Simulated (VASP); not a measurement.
Runs of VASP 6.6.1 on KGe2. The structure is that of space group Cmmm (No. 65), or close to it. The cells are those of the table. 

```csv
task,cell,k mesh,cutoff (eV),gap on the mesh (eV),pressure (GPa),relaxed volume (Å³/atom),largest force (eV/Å)
single point,"a = 4.491, b = 4.491, c = 5.196 Å, angles 90.0, 90.0, 125.8°, 3 atoms",4 × 4 × 4,520,none,0.2,-,-
single point,"a = 4.474, b = 4.474, c = 5.213 Å, angles 90.0, 90.0, 125.5°, 3 atoms",12 × 12 × 10,520,none,0.0,-,-
single point,"a = 4.429, b = 4.429, c = 5.231 Å, angles 90.0, 90.0, 124.3°, 3 atoms",6 × 6 × 4,520,none,0.0,-,(b)
relaxation of cell and atoms,"relaxed from a = 4.491, b = 4.491, c = 5.196 Å, angles 90.0, 90.0, 125.8°, 3 atoms",6 × 6 × 4,600,none,0.1,28.17,-
single point,"a = 6.580, b = 6.580, c = 4.516 Å, angles 90.0, 90.0, 139.9°, 3 atoms",4 × 4 × 4,520,none,-3.1,-,(a)
relaxation of cell and atoms,"relaxed from a = 6.580, b = 6.580, c = 4.516 Å, angles 90.0, 90.0, 139.9°, 3 atoms",4 × 4 × 4,600,none,-0.1,27.62,0.03
```

Alike in all rows: level PBE+D3(BJ); potentials or basis VASP PAW PBE potentials, release 64 (K_sv, Ge_d); no spin polarisation; smearing gaussian 0.1 eV.

Task: Fill in the values left out.

Result: (a) 0.81; (b) 0.01.

Caveats: some runs use coarse meshes; pairwise dispersion overbinds metals, which lowers pressure and volume; the volume moved by over 15 % at a fixed basis, so the end points are rough (some runs).

A k mesh can miss the band edges, and the runs leave out spin-orbit coupling on Ge.

A gap of «none» marks levels without a gap at the run's occupations.
